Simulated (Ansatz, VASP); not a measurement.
**NaF: VASP beside Ansatz**

```
Na F
1.0
     0.00000    2.32330    2.32330
     2.32330    0.00000    2.32330
     2.32330    2.32330    0.00000
Na F
1 1
Cartesian
  0.0000 0.0000 0.0000
  2.3233 2.3233 2.4983
```

Change from the starting cell: all F atoms moved +0.175 Å, as atom 2 along Cartesian [0 0 1].

Alike in both runs: task single point; functional PBE; k mesh 8 × 8 × 8; occupations gaussian, width 0.05 eV; no spin polarisation.

|  | VASP | Ansatz |
| --- | --- | --- |
| version | VASP 6.6.1 | Ansatz 0.2.0 |
| potentials or method | VASP PAW PBE potentials, release 64 (Na_pv, F), cutoff 520 eV | scalar-relativistic, plane waves, PAW |
| valence electrons in the cell | 14 | 16 |

```csv
,VASP,Ansatz,Ansatz less VASP
gap on the k mesh at the Fermi level (eV),6.26,6.27,+0.017
least direct gap on the mesh (eV),6.26,6.27,+0.017
pressure (GPa),2.5,2.6,+0.10
"traceless stress, the component that is largest in VASP (GPa)",2.43,2.33,-0.100
rms of the force components (eV/Å),0.283,0.273,-0.0102
```

Atom by atom the forces differ by 0.010 eV/Å (rms over components). The functional is the same, so the differences come from potentials, cutoffs and numerics. VASP's potentials hold 14 valence electrons a cell and Ansatz's 16, so a difference there can come from the potentials and not from the codes.
